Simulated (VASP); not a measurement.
Input of a VASP 6.6.1 run:

INCAR

```
PREC = Accurate
ENCUT = 520
EDIFF = 1E-7
ISMEAR = 0
SIGMA = 0.05
LREAL = False
LASPH = True
NELM = 80
ALGO = Normal
ISIF = 2
LWAVE = False
LCHARG = True
GGA = PE
IVDW = 12
LELF = True
LVHAR = True
NBANDS = 18
```

The input KPOINTS:

```
Automatic mesh
0
Gamma
  9 9 6
```

Contents of POSCAR:

```
PtSe2
1.0
    3.7363721839      0.0000000000      0.0000000000
   -1.8681860920      3.2357936269      0.0000000000
    0.0000000000      0.0000000000      5.0788173993
Pt Se
1 2
Direct
    0.0000000000      0.0000000000      0.0000000000
    0.3333333333      0.6666666667      0.2500000000
    0.6666666667      0.3333333333      0.7500000000
```

Potentials or basis: VASP PAW PBE potentials, release 64 (Pt, Se).

Run with:

```sh
$ cat potpaw_PBE.64/Pt/POTCAR potpaw_PBE.64/Se/POTCAR > POTCAR
$ mpirun -np 1 vasp_std > vasp.out
```

(1) Predict the largest force.

(2) What does it give for the band gap on the k mesh?

Results:

(1) 0.487 eV/Å.

(2) zero (band 11 reaches 6.80 eV, above the bottom of band 12 at 6.42 eV).

Caveat: three body term missing; spin-orbit coupling is left out, which moves the levels of the heavy elements.
